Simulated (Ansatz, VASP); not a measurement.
## WSe2 in VASP and in Ansatz

```
W Se
1.0
     3.37728    0.00000    0.00000
    -1.68864    2.92481    0.00000
     0.00000    0.00000   16.66031
W Se
1 2
Direct
  0.00000 0.00000 0.99794
  0.33333 0.66667 0.10233
  0.33333 0.66667 0.90247
```

Change from the starting cell: mode 9 frozen in at -0.040 Å, equal normal strain along x and y +0.0400.

Alike in both runs: task single point; functional LDA; k mesh 9 × 9 × 2; occupations gaussian, width 0.05 eV; no spin polarisation.

|  | VASP | Ansatz |
| --- | --- | --- |
| version | VASP 6.6.1 | Ansatz 0.2.0 |
| potentials or method | VASP PAW LDA potentials, release 64 (W_sv, Se), cutoff 500 eV | scalar-relativistic, plane waves, PAW |
| valence electrons in the cell | 26 | 46 |

Ansatz gave:

```
gap on the k mesh at the Fermi level (eV) : 1.36
least direct gap on the mesh (eV)         : 1.36
rms of the force components (eV/Å)        : 0.837
```

Q: Estimate VASP's values.

A: gap on the k mesh at the Fermi level (eV): 1.36; least direct gap on the mesh (eV): 1.36; rms of the force components (eV/Å): 0.830.

Ansatz warns that its potentials were made for another functional, while VASP's fit it. LDA's correlation is that of Perdew and Zunger in VASP and of Perdew and Wang (1992) in Ansatz. Atom by atom the forces differ by 0.041 eV/Å (rms over components). VASP's potentials hold 26 valence electrons a cell and Ansatz's 46, so a difference there can come from the potentials and not from the codes.

Spin-orbit coupling is off throughout.
